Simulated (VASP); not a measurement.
# PtC (zincblende type) in VASP: a series of runs

Runs on PtC (zincblende type). Level: PBE. Tasks: electric field gradients.

Everything below comes from runs of VASP 6.6.1. Logs are shortened: lines on timing, memory, paths and dates and some standing lists are left out, and cuts for length are marked.

## Step 1: The cell of the first run

The structure is tetragonal, space group I-4m2 (No. 119). Conventional cell: a = 3.353 Å, b = 3.353 Å, c = 4.672 Å, α = 90.00°, β = 90.00°, γ = 90.00°. Within 2.7 Å of Pt (site symmetry -4m2) lie 4 C at 2.04 Å. Within 2.7 Å of C (site symmetry -4m2) lie 4 Pt at 2.04 Å.

## Step 2: Electric field gradients, PBE (z stretched by -1 % at fixed volume)

Contents of INCAR:

```
ALGO = Normal ; EDIFF = 1E-8
ENCUT = 520 ; GGA = PE
ISIF = 2 ; ISMEAR = -1
LASPH = T ; LCHARG = F
LEFG = T ; LREAL = F
LWAVE = F ; NBANDS = 14
NELM = 100 ; PREC = Accurate
SIGMA = 0.08
```

Contents of KPOINTS:

```
k-points
0
Gamma
  13 13 13
```

Contents of POSCAR:

```
PtC
1.0
    0.0000000000      2.3712760614      2.3357959920
    2.3712760614      0.0000000000      2.3357959920
    2.3712760614      2.3712760614      0.0000000000
Pt C
1 1
Direct
    0.0000000000      0.0000000000      0.0000000000
    0.2500000000      0.2500000000      0.2500000000
```

Potentials or basis: VASP PAW PBE potentials, release 64 (Pt, C).

Launch:

```sh
$ cat potpaw_PBE.64/Pt/POTCAR potpaw_PBE.64/C/POTCAR > POTCAR
$ mpirun -np 1 vasp_std > vasp.out
```

OUTCAR:

```text
EDIFF = 1E-8
   ENCUT = 520
   GGA = PE
   ISIF = 2
   ISMEAR = -1
   LASPH = T
   LREAL = F
   NELM = 100
   PREC = Accurate

 ion  position               nearest neighbor table
   1  0.000  0.000  0.000-   2 2.04   2 2.04   2 2.04   2 2.04
   2  0.250  0.250  0.250-   1 2.04   1 2.04   1 2.04   1 2.04

  LATTYP: Found a body centered tetragonal cell.
 ALAT       =     3.3534907662
 C/A-ratio  =     1.3930534806

  Lattice vectors:

 A1 = (   0.0000000000,  -2.3712760614,  -2.3357959920)
 A2 = (   0.0000000000,   2.3712760614,  -2.3357959920)
 A3 = (   2.3712760614,   0.0000000000,   2.3357959920)

Analysis of symmetry for initial positions (statically):
=====================================================================
 Subroutine PRICEL returns:
 Original cell was already a primitive cell.

 Routine SETGRP: Setting up the symmetry group for a
 body centered tetragonal supercell.

 Subroutine GETGRP returns: Found  8 space group operations
 (whereof  8 operations were pure point group operations)
 out of a pool of 16 trial point group operations.

The static configuration has the point symmetry D_2d.

Analysis of symmetry for dynamics (positions and initial velocities):
=====================================================================
 Subroutine PRICEL returns:
 Original cell was already a primitive cell.

 Routine SETGRP: Setting up the symmetry group for a
 body centered tetragonal supercell.

 Subroutine GETGRP returns: Found  8 space group operations
 (whereof  8 operations were pure point group operations)
 out of a pool of 16 trial point group operations.

The dynamic configuration has the point symmetry D_2d.

 Subroutine INISYM returns: Found  8 space group operations
 (whereof  8 operations are pure point group operations),
 and found     1 'primitive' translations

----------------------------------------------------------------------------------------

                                     Primitive cell

  volume of cell :      26.2681

  direct lattice vectors                    reciprocal lattice vectors
     0.000000000  2.371276061  2.335795992    -0.210856934  0.210856934  0.214059790
     2.371276061  0.000000000  2.335795992     0.210856934 -0.210856934  0.214059790
     2.371276061  2.371276061  0.000000000     0.210856934  0.210856934 -0.214059790

  length of vectors
     3.328497120  3.328497120  3.353490766     0.367073408  0.367073408  0.367073408

  position of ions in fractional coordinates (direct lattice)
     0.000000000  0.000000000  0.000000000
     0.250000000  0.250000000  0.250000000

  ion indices of the primitive-cell ions
   primitive index   ion index
                 1           1
                 2           2

----------------------------------------------------------------------------------------

 KPOINTS: k-points

Automatic generation of k-mesh.
 Grid dimensions read from file:
 generate k-points for:   13   13   13

 Generating k-lattice:

  Cartesian coordinates                     Fractional coordinates (reciprocal lattice)
    -0.016219764  0.016219764  0.016466138     0.076923077  0.000000000  0.000000000
     0.016219764 -0.016219764  0.016466138     0.000000000  0.076923077  0.000000000
     0.016219764  0.016219764 -0.016466138     0.000000000  0.000000000  0.076923077

  Length of vectors
     0.028236416  0.028236416  0.028236416

  Shift w.r.t. Gamma in fractional coordinates (k-lattice)
     0.000000000  0.000000000  0.000000000

 Subroutine IBZKPT returns following result:
 ===========================================

 Found    196 irreducible k-points:

 Following reciprocal coordinates:
            Coordinates               Weight
  0.000000  0.000000  0.000000      1.000000
  0.076923 -0.000000  0.000000      8.000000
  0.153846  0.000000  0.000000      8.000000
  0.230769 -0.000000  0.000000      8.000000
  0.307692  0.000000  0.000000      8.000000
  0.384615 -0.000000  0.000000      8.000000
[... 16 lines left out ...]
  0.384615  0.153846  0.000000      8.000000
  0.461538  0.153846  0.000000      8.000000
 [... further k-points ...]
   k-points           NKPTS =    196   k-points in BZ     NKDIM =    196   number of bands    NBANDS=     14
   number of dos      NEDOS =    301   number of ions     NIONS =      2
   total plane-waves  NPLWV =  21952
   dimension x,y,z NGX =    28 NGY =   28 NGZ =   28
   dimension x,y,z NGXF=    56 NGYF=   56 NGZF=   56
   ions per type =               1   1
   NGX,Y,Z   is equivalent  to a cutoff of  13.98, 13.98, 13.88 a.u.
   NGXF,Y,Z  is equivalent  to a cutoff of  27.97, 27.97, 27.76 a.u.
 SYSTEM =  unknown system
   PREC   = accura    normal or accurate (medium, high low for compatibility)
   ISTART =      0    job   : 0-new  1-cont  2-samecut
   ICHARG =      2    charge: 1-file 2-atom 10-const
   ISPIN  =      1    spin polarized calculation?
   LNONCOLLINEAR =      F non collinear calculations
   LSORBIT =      F    spin-orbit coupling
   LASPH  =      T    aspherical Exc in radial PAW
   ENCUT  =  520.0 eV  38.22 Ry    6.18 a.u.   6.19  6.19  6.24*2*pi/ulx,y,z
   NELM   =    100;   NELMIN=  2; NELMDL= -5     # of ELM steps
   EDIFF  = 0.1E-07   stopping-criterion for ELM
   LREAL  =      F    real-space projection
   EDIFFG = 0.1E-06   stopping-criterion for IOM
   NSW    =      0    number of steps for IOM
   IBRION =     -1    ionic relax: 0-MD 1-quasi-New 2-CG
   NFREE  =      0    steps in history (QN), initial steepest desc. (CG)
   ISIF   =      2    stress and relaxation
   ISYM   =      2    0-nonsym 1-usesym 2-fastsym
   POTIM  = 0.5000    time-step for ionic-motion
   TEBEG  =    0.0;   TEEND  =   0.0 temperature during run
   PSTRESS=    0.0 pullay stress
   NELECT =      14.0000    total number of electrons
   NUPDOWN=      -1.0000    fix difference up-down
   EMIN   =  10.00;   EMAX   =-10.00  energy-range for DOS
   EFERMI =   0.00;   METHOD = LEGACY
   ISMEAR =    -1;   SIGMA  =   0.08  broadening in eV -4-tet -1-fermi 0-gaus
   EFERMI_NEDOS =   21; number of points for ismear=-14 and -15
   IALGO  =     38    algorithm
   IMIX   =      4    mixing-type and parameters
     AMIX     =   0.40;   BMIX     =  1.00
     AMIX_MAG =   1.60;   BMIX_MAG =  1.00
  volume/ion in A,a.u.               =      13.13        88.63
  Fermi-wavevector in a.u.,A,eV,Ry     =   1.327316  2.508264 23.970320  1.761769
  Thomas-Fermi vector in A             =   2.456638
   LORBIT       =      0    0 simple, 1 ext, 2 COOP (PROOUT), +10 PAW based schemes
   GGA     = PE    functional components
   LHFCALC =     F    Hartree Fock is set to
   AEXX    =    0.0000 exact exchange contribution
   IVDW    =     0    specifies the selected vdW correction
   LEPSILON=     F    determine dielectric tensor
   LRPA    =     F    only Hartree local field effects (RPA)
 non-spin polarized calculation
  energy-cutoff  :      520.00
  volume of cell :       26.27
 maximum number of plane-waves:       725
 NGX is ok and might be reduce to    28
   NGX = 13   NGY = 13   NGZ = 13

 number of electron      14.0000000 magnetization

 Free energy of the ion-electron system (eV)
  ---------------------------------------------------
  ext. energy  EPLUGINS =         0.00000000
  ---------------------------------------------------
  free energy    TOTEN  =       -13.55548862 eV

  energy without entropy =      -13.53733778  energy(sigma->0) =      -13.54641320

 E-fermi :   8.5576     XC(G=0): -11.9424

 val. band max:        8.5357019195   @ k =  -0.3077   0.3077   0.0769
 cond. band min:       8.5641159571   @ k =  -0.4615   0.3846   0.0000
 fundamental gap:      0.0284140377
 Fermi energy:         8.5576122786

 k-point     1 :       0.0000    0.0000    0.0000
  band No.  band energies     occupation
      1      -5.7178      2.00000
      2       1.2815      2.00000
      3       1.2815      2.00000
      4       1.3179      2.00000
      5       4.6167      2.00000
      6       4.7195      2.00000
      7      11.3595      0.00000
      8      13.1140      0.00000
      9      13.1140      0.00000
     10      13.2201      0.00000
     11      20.8358      0.00000
     12      20.8358      0.00000
     13      20.9157      0.00000
     14      25.5474      0.00000

 k-point     2 :       0.0769   -0.0000    0.0000
  band No.  band energies     occupation
      1      -5.6249      2.00000
      2       1.2454      2.00000
      3       1.3284      2.00000
      4       1.3567      2.00000
      5       4.5979      2.00000
      6       4.6962      2.00000
      7      11.5269      0.00000
      8      12.8948      0.00000
      9      13.0449      0.00000
     10      13.1208      0.00000
     11      20.1161      0.00000
     12      20.9257      0.00000
     13      20.9949      0.00000
     14      25.8475      0.00000

 k-point     3 :       0.1538    0.0000    0.0000
  band No.  band energies     occupation
      1      -5.3629      2.00000
      2       1.1528      2.00000
      3       1.4525      2.00000
      4       1.4844      2.00000
      5       4.5679      2.00000
      6       4.6521      2.00000
      7      11.5019      0.00000
      8      12.6661      0.00000
      9      12.8161      0.00000
     10      12.8706      0.00000
     11      18.7762      0.00000
     12      21.1790      0.00000
     13      21.2911      0.00000
     14      25.8829      0.00000
[... 324 lines left out ...]
 k-point    23 :       0.3846    0.1538    0.0000
  band No.  band energies     occupation
      1      -4.2231      2.00000
      2       1.0554      2.00000
      3       2.0618      2.00000
      4       2.0959      2.00000
      5       4.5096      2.00000
      6       5.1104      2.00000
      7       8.0681      1.99561
      8      10.6792      0.00000
      9      11.3400      0.00000
     10      14.9748      0.00000
     11      17.8314      0.00000
     12      20.8005      0.00000
     13      21.7578      0.00000
     14      25.1175      0.00000

 k-point    24 :       0.4615    0.1538    0.0000
  band No.  band energies     occupation
      1      -3.9695      2.00000
      2       1.4046      2.00000
      3       2.1442      2.00000
      4       2.1571      2.00000
      5       4.8820      2.00000
      6       5.1824      2.00000
      7       6.6616      2.00000
      8      10.4090      0.00000
      9      10.7485      0.00000
     10      15.2494      0.00000
     11      18.1724      0.00000
     12      20.8071      0.00000
     13      22.0079      0.00000
     14      25.5091      0.00000

 [... further k-points ...]

------------------------ aborting loop because EDIFF is reached ----------------------------------------

  FORCE on cell =-STRESS in cart. coord.  units (eV):
  Direction    XX          YY          ZZ          XY          YZ          ZX
  --------------------------------------------------------------------------------------
  -------------------------------------------------------------------------------------
  Total       -0.0117380     -0.0117380      0.0900827      0.0000000     -0.0000000      0.0000000
  in kB       -0.7159376     -0.7159376      5.4944330      0.0000000     -0.0000000      0.0000000
  external PRESSURE =       1.3541859 kB  Pullay stress =       0.0000000 kB

 VOLUME and BASIS-vectors are now :
 -----------------------------------------------------------------------------
  energy-cutoff  :      520.00
  volume of cell :       26.27
      direct lattice vectors                 reciprocal lattice vectors
     0.000000000  2.371276061  2.335795992    -0.210856934  0.210856934  0.214059790
     2.371276061  0.000000000  2.335795992     0.210856934 -0.210856934  0.214059790
     2.371276061  2.371276061  0.000000000     0.210856934  0.210856934 -0.214059790

 POSITION                                       TOTAL-FORCE (eV/Angst)
 -----------------------------------------------------------------------------------
      0.00000      0.00000      0.00000         0.000000      0.000000      0.000000
      1.18564      1.18564      1.16790        -0.000000     -0.000000      0.000000
 -----------------------------------------------------------------------------------
    total drift:                                0.000000      0.000000     -0.000000

  FREE ENERGIE OF THE ION-ELECTRON SYSTEM (eV)
  ---------------------------------------------------
  free  energy   TOTEN  =       -13.5554886234 eV

  energy  without entropy=      -13.5373377771  energy(sigma->0) =      -13.54641320

 Electric field gradients (V/A^2)
---------------------------------------------------------------------
 ion       V_xx      V_yy      V_zz      V_xy      V_xz      V_yz
---------------------------------------------------------------------
   1      -8.041    -8.041    16.082     0.000     0.000     0.000
   2       0.154     0.154    -0.308    -0.000    -0.000    -0.000
---------------------------------------------------------------------

 Electric field gradients after diagonalization (V/A^2)
 (convention: |V_zz| > |V_xx| > |V_yy|)
----------------------------------------------------------------------
 ion       V_xx      V_yy      V_zz     asymmetry (V_yy - V_xx)/ V_zz
----------------------------------------------------------------------
   1      -8.041    -8.041    16.082       0.000
   2       0.154     0.154    -0.308       0.001
----------------------------------------------------------------------

           NMR quadrupolar parameters

 Cq : quadrupolar parameter    Cq=e*Q*V_zz/h
 eta: asymmetry parameters     (V_yy - V_xx)/ V_zz
 Q  : nuclear electric quadrupole moment in mb (millibarn)
----------------------------------------------------------------------
 ion       Cq(MHz)       eta       Q (mb)
----------------------------------------------------------------------
   1       0.039       0.000       1.000
   2      -0.001       0.001       1.000
----------------------------------------------------------------------
```

Run time: 1.8 min. Hardware: 1 thread of Intel Xeon Platinum 8375C at 2.90GHz (Ice Lake), shared host; peak memory 0.21 GiB.

Results:

- Free energy: -13.5555 eV
- Pressure: 0.1 GPa
- Band gap on the k mesh: zero (bands 7 and 8 overlap by 4.36 eV)
- Largest electric field gradient by atom: Pt +16.1; C -0.3 V/Å²

Stress tensor (GPa, compression positive):
```
-0.07  0.00  0.00
 0.00 -0.07  0.00
 0.00  0.00  0.55
```

Levels at points of the mesh, in eV from the Fermi level:
```csv
k point,band 5,band 6,band 7,band 8,band 9,band 10
"(0.00, 0.00, 0.00)",-3.94,-3.84,2.80,4.56,4.56,4.66
```

Electric field gradients, principal values (V/Å²):
```csv
atom,least,middle,greatest (by size)
1 Pt,-8.041,-8.041,16.082
2 C,0.154,0.154,-0.308
```

Caveat: without QUAD_EFG the Cq values of the log hold for a quadrupole moment of 1 mb, not for the nuclei; spin-orbit coupling is left out, which moves the levels of the heavy elements.

(Part 1 of 2 ends here.)
